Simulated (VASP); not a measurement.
# Os (Fm-3m) in VASP: further runs

Runs on Os. Level: LDA. Tasks: single point.

All numbers are computed with VASP 6.6.1; they aren't measurements. Logs are shortened: lines on timing, memory, paths and dates and some standing lists are left out, and cuts for length are marked.

## (1) The cell of the first run

Symmetry: Fm-3m, No. 225, cubic system. Conventional cell: a = 3.890 Å, b = 3.890 Å, c = 3.890 Å, α = 90.00°, β = 90.00°, γ = 90.00°. Os (site symmetry m-3m) has 12 Os at 2.75 Å within 3.6 Å.

This isn't the form of Os at room conditions, which is hcp.

## (2) Single point, LDA

Input file INCAR:

```
SYSTEM = Os
PREC = Accurate
ENCUT = 600
EDIFF = 1E-6
ISMEAR = -1
SIGMA = 0.3
LREAL = .False.
LASPH = .True.
NELM = 120
ALGO = Normal
ISIF = 2
LWAVE = .False.
LCHARG = .False.
NBANDS = 15
GGA_COMPAT = .False.
```

Input file KPOINTS:

```
regular mesh
0
Gamma
  8 4 8
  0 0 0
```

Input file POSCAR:

```
Os
1.0
    0.0000000000      1.9450000000      1.9450000000
    3.8900000000      0.0000000000      3.8900000000
    1.9450000000      1.9450000000      0.0000000000
Os
2
Direct
    0.0000000000      0.0000000000      0.0000000000
    0.0000000000      0.5000000000      0.0000000000
```

Potentials or basis: VASP PAW LDA potentials, release 64 (Os).

Command:

```
$ cat potpaw_LDA.64/Os/POTCAR > POTCAR
$ mpirun -np 1 vasp_std > vasp.out
```

OUTCAR:

```text
SYSTEM = Os
   PREC = Accurate
   ENCUT = 600
   EDIFF = 1E-6
   ISMEAR = -1
   LREAL = .False.
   LASPH = .True.
   NELM = 120
   ISIF = 2

 ion  position               nearest neighbor table
   1  0.000  0.000  0.000-   2 2.75   2 2.75   2 2.75   2 2.75   2 2.75   2 2.75
   2  0.000  0.500  0.000-   1 2.75   1 2.75   1 2.75   1 2.75   1 2.75   1 2.75

  LATTYP: Found a trigonal (rhomboedric) cell.
 ALAT       =     4.7642575497
 COS(alpha) =     0.8333333333

  Lattice vectors:

 A1 = (   1.9450000000,  -3.8900000000,   1.9450000000)
 A2 = (   3.8900000000,  -1.9450000000,   1.9450000000)
 A3 = (   1.9450000000,  -1.9450000000,   3.8900000000)

Analysis of symmetry for initial positions (statically):
=====================================================================
 Subroutine PRICEL returns following result:

  LATTYP: Found a face centered cubic cell.
 ALAT       =     3.8900000000

  Lattice vectors:

 A1 = (   0.0000000000,   1.9450000000,   1.9450000000)
 A2 = (   1.9450000000,   0.0000000000,   1.9450000000)
 A3 = (   1.9450000000,   1.9450000000,   0.0000000000)

   2 primitive cells build up your supercell.

 Routine SETGRP: Setting up the symmetry group for a
 trigonal (rhombohedral) supercell.

 Subroutine GETGRP returns: Found 12 space group operations
 (whereof 12 operations were pure point group operations)
 out of a pool of 12 trial point group operations.

The static configuration has the point symmetry D_3d.

Analysis of symmetry for dynamics (positions and initial velocities):
=====================================================================
 Subroutine PRICEL returns following result:

  LATTYP: Found a face centered cubic cell.
 ALAT       =     3.8900000000

  Lattice vectors:

 A1 = (   0.0000000000,   1.9450000000,   1.9450000000)
 A2 = (   1.9450000000,   0.0000000000,   1.9450000000)
 A3 = (   1.9450000000,   1.9450000000,   0.0000000000)

   2 primitive cells build up your supercell.

 Routine SETGRP: Setting up the symmetry group for a
 trigonal (rhombohedral) supercell.

 Subroutine GETGRP returns: Found 12 space group operations
 (whereof 12 operations were pure point group operations)
 out of a pool of 12 trial point group operations.

The dynamic configuration has the point symmetry D_3d.

 Subroutine INISYM returns: Found 12 space group operations
 (whereof 12 operations are pure point group operations),
 and found     2 'primitive' translations

----------------------------------------------------------------------------------------

                                     Primitive cell

  volume of cell :      14.7160

  direct lattice vectors                    reciprocal lattice vectors
     0.000000000  1.945000000  1.945000000    -0.257069409  0.257069409  0.257069409
     1.945000000  0.000000000  1.945000000     0.257069409 -0.257069409  0.257069409
     1.945000000  1.945000000  0.000000000     0.257069409  0.257069409 -0.257069409

  length of vectors
     2.750645379  2.750645379  2.750645379     0.445257277  0.445257277  0.445257277

  position of ions in fractional coordinates (direct lattice)
     0.000000000  0.000000000  0.000000000

  ion indices of the primitive-cell ions
   primitive index   ion index
                 1           1

----------------------------------------------------------------------------------------

 KPOINTS: regular mesh

Automatic generation of k-mesh.
 Grid dimensions read from file:
 generate k-points for:    8    4    8

 Generating k-lattice:

  Cartesian coordinates                     Fractional coordinates (reciprocal lattice)
    -0.032133676  0.032133676  0.032133676     0.125000000  0.000000000  0.000000000
     0.032133676 -0.032133676  0.032133676     0.000000000  0.250000000  0.000000000
     0.032133676  0.032133676 -0.032133676     0.000000000  0.000000000  0.125000000

  Length of vectors
     0.055657160  0.055657160  0.055657160

  Shift w.r.t. Gamma in fractional coordinates (k-lattice)
     0.000000000  0.000000000  0.000000000

 -----------------------------------------------------------------------------
|                                                                             |
|           W    W    AA    RRRRR   N    N  II  N    N   GGGG   !!!           |
|           W    W   A  A   R    R  NN   N  II  NN   N  G    G  !!!           |
|           W    W  A    A  R    R  N N  N  II  N N  N  G       !!!           |
|           W WW W  AAAAAA  RRRRR   N  N N  II  N  N N  G  GGG   !            |
|           WW  WW  A    A  R   R   N   NN  II  N   NN  G    G                |
|           W    W  A    A  R    R  N    N  II  N    N   GGGG   !!!           |
|                                                                             |
|     Your reciprocal lattice and k-lattice belong to different lattice       |
|     classes:                                                                |
|                                                                             |
|        The reciprocal lattice is rhombohedral (trigonal),                   |
|        whereas your k-lattice is body-centered cubic.                       |
|                                                                             |
|     Results are often still useful ...                                      |
|                                                                             |
 -----------------------------------------------------------------------------

 Subroutine IBZKPT returns following result:
 ===========================================

 Found     35 irreducible k-points:

 Following reciprocal coordinates:
            Coordinates               Weight
  0.000000  0.000000  0.000000      1.000000
  0.125000  0.000000  0.000000      6.000000
  0.250000  0.000000  0.000000      6.000000
  0.375000  0.000000  0.000000      6.000000
  0.500000  0.000000  0.000000      3.000000
  0.000000  0.250000  0.000000      2.000000
[... 16 lines left out ...]
 -0.250000  0.000000  0.125000     12.000000
 -0.125000  0.000000  0.125000      6.000000
 [... further k-points ...]
   k-points           NKPTS =     35   k-points in BZ     NKDIM =     35   number of bands    NBANDS=     15
   number of dos      NEDOS =    301   number of ions     NIONS =      2
   total plane-waves  NPLWV =  27648
   dimension x,y,z NGX =    24 NGY =   48 NGZ =   24
   dimension x,y,z NGXF=    48 NGYF=   96 NGZF=   48
   ions per type =               2
   NGX,Y,Z   is equivalent  to a cutoff of  14.51, 14.51, 14.51 a.u.
   NGXF,Y,Z  is equivalent  to a cutoff of  29.01, 29.01, 29.01 a.u.
 SYSTEM =  Os
   PREC   = accura    normal or accurate (medium, high low for compatibility)
   ISTART =      0    job   : 0-new  1-cont  2-samecut
   ICHARG =      2    charge: 1-file 2-atom 10-const
   ISPIN  =      1    spin polarized calculation?
   LNONCOLLINEAR =      F non collinear calculations
   LSORBIT =      F    spin-orbit coupling
   LASPH  =      T    aspherical Exc in radial PAW
   ENCUT  =  600.0 eV  44.10 Ry    6.64 a.u.   5.49 10.99  5.49*2*pi/ulx,y,z
   NELM   =    120;   NELMIN=  2; NELMDL= -5     # of ELM steps
   EDIFF  = 0.1E-05   stopping-criterion for ELM
   LREAL  =      F    real-space projection
   EDIFFG = 0.1E-04   stopping-criterion for IOM
   NSW    =      0    number of steps for IOM
   IBRION =     -1    ionic relax: 0-MD 1-quasi-New 2-CG
   NFREE  =      0    steps in history (QN), initial steepest desc. (CG)
   ISIF   =      2    stress and relaxation
   ISYM   =      2    0-nonsym 1-usesym 2-fastsym
   POTIM  = 0.5000    time-step for ionic-motion
   TEBEG  =    0.0;   TEEND  =   0.0 temperature during run
   PSTRESS=    0.0 pullay stress
   NELECT =      16.0000    total number of electrons
   NUPDOWN=      -1.0000    fix difference up-down
   EMIN   =  10.00;   EMAX   =-10.00  energy-range for DOS
   EFERMI =   0.00;   METHOD = LEGACY
   ISMEAR =    -1;   SIGMA  =   0.30  broadening in eV -4-tet -1-fermi 0-gaus
   EFERMI_NEDOS =   21; number of points for ismear=-14 and -15
   IALGO  =     38    algorithm
   IMIX   =      4    mixing-type and parameters
     AMIX     =   0.40;   BMIX     =  1.00
     AMIX_MAG =   1.60;   BMIX_MAG =  1.00
  volume/ion in A,a.u.               =      14.72        99.31
  Fermi-wavevector in a.u.,A,eV,Ry     =   1.336109  2.524880 24.288947  1.785187
  Thomas-Fermi vector in A             =   2.464761
   LORBIT       =      0    0 simple, 1 ext, 2 COOP (PROOUT), +10 PAW based schemes
   GGA     = CA    functional components
   LHFCALC =     F    Hartree Fock is set to
   AEXX    =    0.0000 exact exchange contribution
   IVDW    =     0    specifies the selected vdW correction
   LEPSILON=     F    determine dielectric tensor
   LRPA    =     F    only Hartree local field effects (RPA)
 non-spin polarized calculation
  energy-cutoff  :      600.00
  volume of cell :       29.43
 maximum number of plane-waves:      1007
 NGX is ok and might be reduce to    24

 number of electron      16.0000000 magnetization

 Free energy of the ion-electron system (eV)
  ---------------------------------------------------
  ext. energy  EPLUGINS =         0.00000000
  ---------------------------------------------------
  free energy    TOTEN  =       -25.16102017 eV

  energy without entropy =      -24.65800104  energy(sigma->0) =      -24.90951060

 E-fermi :   8.5205     XC(G=0): -13.8931

 val. band max:        8.4174682161   @ k =   0.5000   0.0000   0.0000
 cond. band min:       8.5447220050   @ k =   0.0000   0.0000   0.0000
 fundamental gap:      0.1272537889
 Fermi energy:         8.5204851640

 k-point     1 :       0.0000    0.0000    0.0000
  band No.  band energies     occupation
      1      -1.7925      2.00000
      2       1.2986      2.00000
      3       5.5846      1.99989
      4       5.5846      1.99989
      5       5.7216      1.99982
      6       5.7216      1.99982
      7       5.7216      1.99982
      8       8.4175      1.17003
      9       8.5447      0.95963
     10       8.5447      0.95963
     11      10.7762      0.00108
     12      10.7762      0.00108
     13      16.8986      0.00000
     14      22.3896      0.00000
[... 401 lines left out ...]
      2       2.8140      2.00000
      3       4.2224      2.00000
      4       4.8635      1.99999
      5       5.8889      1.99969
      6       6.2328      1.99903
      7       6.4527      1.99797
      8       7.0364      1.98589
      9       7.6643      1.89105
     10       9.0528      0.28997
     11      10.4150      0.00361
     12      14.6759      0.00000
     13      16.1604      0.00000
     14      24.6210      0.00000
     15      24.7160      0.00000

 [... further k-points ...]

------------------------ aborting loop because EDIFF is reached ----------------------------------------

  FORCE on cell =-STRESS in cart. coord.  units (eV):
  Direction    XX          YY          ZZ          XY          YZ          ZX
  --------------------------------------------------------------------------------------
  -------------------------------------------------------------------------------------
  Total       -4.2426232     -4.2426232     -4.2426232      0.0000008      0.0000008     -0.0000008
  in kB     -230.9544002   -230.9544002   -230.9544002      0.0000428      0.0000428     -0.0000428
  external PRESSURE =    -230.9544002 kB  Pullay stress =       0.0000000 kB

 VOLUME and BASIS-vectors are now :
 -----------------------------------------------------------------------------
  energy-cutoff  :      600.00
  volume of cell :       29.43
      direct lattice vectors                 reciprocal lattice vectors
     0.000000000  1.945000000  1.945000000    -0.257069409  0.257069409  0.257069409
     3.890000000  0.000000000  3.890000000     0.128534704 -0.128534704  0.128534704
     1.945000000  1.945000000  0.000000000     0.257069409  0.257069409 -0.257069409

 POSITION                                       TOTAL-FORCE (eV/Angst)
 -----------------------------------------------------------------------------------
      0.00000      0.00000      0.00000         0.000000      0.000000     -0.000000
      1.94500      0.00000      1.94500        -0.000000     -0.000000      0.000000
 -----------------------------------------------------------------------------------
    total drift:                                0.000000     -0.000000      0.000000

  FREE ENERGIE OF THE ION-ELECTRON SYSTEM (eV)
  ---------------------------------------------------
  free  energy   TOTEN  =       -25.1610201658 eV

  energy  without entropy=      -24.6580010404  energy(sigma->0) =      -24.90951060
```

It took 38 s on 1 thread of AMD EPYC 7R43 (Zen 3), shared host; peak memory 0.12 GiB.

What came out:

| Item | Value |
| --- | --- |
| Free energy | -25.1610 eV |
| Pressure | -23.1 GPa |
| Band gap on the k mesh | zero (bands 8 and 9 overlap by 3.11 eV) |

Levels at points of the mesh, in eV from the Fermi level:
| k point | band 6 | band 7 | band 8 | band 9 | band 10 | band 11 |
| --- | --- | --- | --- | --- | --- | --- |
| (0.00, 0.00, 0.00) | -2.80 | -2.80 | -0.10 | 0.02 | 0.02 | 2.26 |
| (0.50, 0.00, 0.00) | -0.10 | 2.22 | 2.26 | 2.26 | 2.35 | 2.89 |
| (0.00, 0.50, 0.00) | -2.35 | -2.35 | -2.35 | 0.20 | 0.20 | 0.20 |
| (0.50, 0.50, 0.00) | -2.71 | -0.83 | -0.83 | 2.44 | 2.44 | 4.97 |

Caveat: the cell stands under tension; so wide a smearing shifts energies and pressures; spin-orbit coupling is left out, which moves the levels of the heavy elements.

## (3) Single point, LDA

This run uses another cell than the first one: it holds 4 atoms, not 2.

Input file INCAR:

```
  ALGO = Normal
  EDIFF = 1E-6
  ENCUT = 600
  GGA_COMPAT = F
  ISIF = 2
  ISMEAR = -1
  LASPH = T
  LCHARG = T
  LELF = T
  LREAL = F
  LVHAR = T
  LWAVE = F
  NBANDS = 24
  NELM = 120
  PREC = Accurate
  SIGMA = 0.3
```

Input file KPOINTS:

```
k-points
0
Gamma
  4 4 8
```

Input file POSCAR:

```
Os
1.0
    0.0000000000      3.8900000000      3.8900000000
    3.8900000000      0.0000000000      3.8900000000
    1.9450000000      1.9450000000      0.0000000000
Os
4
Direct
    0.0000000000      0.0000000000      0.0000000000
    0.0000000000      0.5000000000      0.0000000000
    0.5000000000      0.0000000000      0.0000000000
    0.5000000000      0.5000000000      0.0000000000
```

Potentials or basis: VASP PAW LDA potentials, release 64 (Os).

Command:

```
$ cat potpaw_LDA.64/Os/POTCAR > POTCAR
$ mpirun -np 1 vasp_std > vasp.out
```

Run time: 1.9 min. Hardware: 1 thread of AMD EPYC 7R43 (Zen 3), shared host; peak memory 0.16 GiB.

It converged, with:

```
Free energy            : -50.3220 eV
Pressure               : -23.1 GPa
Band gap on the k mesh : zero (bands 16 and 17 overlap by 2.98 eV)
```

Levels at points of the mesh, in eV from the Fermi level:
| k point | band 12 | band 13 | band 14 | band 15 | band 16 | band 17 | band 18 | band 19 | band 20 | band 21 |
| --- | --- | --- | --- | --- | --- | --- | --- | --- | --- | --- |
| (0.00, 0.00, 0.00) | -2.80 | -0.10 | -0.10 | 0.02 | 0.02 | 2.22 | 2.26 | 2.26 | 2.26 | 2.26 |
| (0.50, 0.00, 0.00) | -2.35 | -2.35 | -2.35 | -0.83 | -0.83 | 0.20 | 0.20 | 0.20 | 0.20 | 2.44 |
| (0.50, 0.50, 0.00) | -2.03 | -1.33 | -1.33 | -0.72 | -0.72 | -0.72 | -0.72 | -0.17 | -0.17 | 1.03 |
| (0.00, 0.00, 0.50) | -0.10 | 2.22 | 2.22 | 2.26 | 2.26 | 2.26 | 2.26 | 2.35 | 2.35 | 2.89 |
| (0.50, 0.00, 0.50) | -2.71 | -0.83 | -0.83 | -0.83 | -0.83 | 2.44 | 2.44 | 2.44 | 2.44 | 4.97 |
| (0.50, 0.50, 0.50) | -3.62 | -1.33 | -1.33 | -0.72 | -0.72 | -0.17 | -0.17 | 2.89 | 2.89 | 4.13 |

Caveat: the cell stands under tension; so wide a smearing shifts energies and pressures; spin-orbit coupling is left out, which moves the levels of the heavy elements.
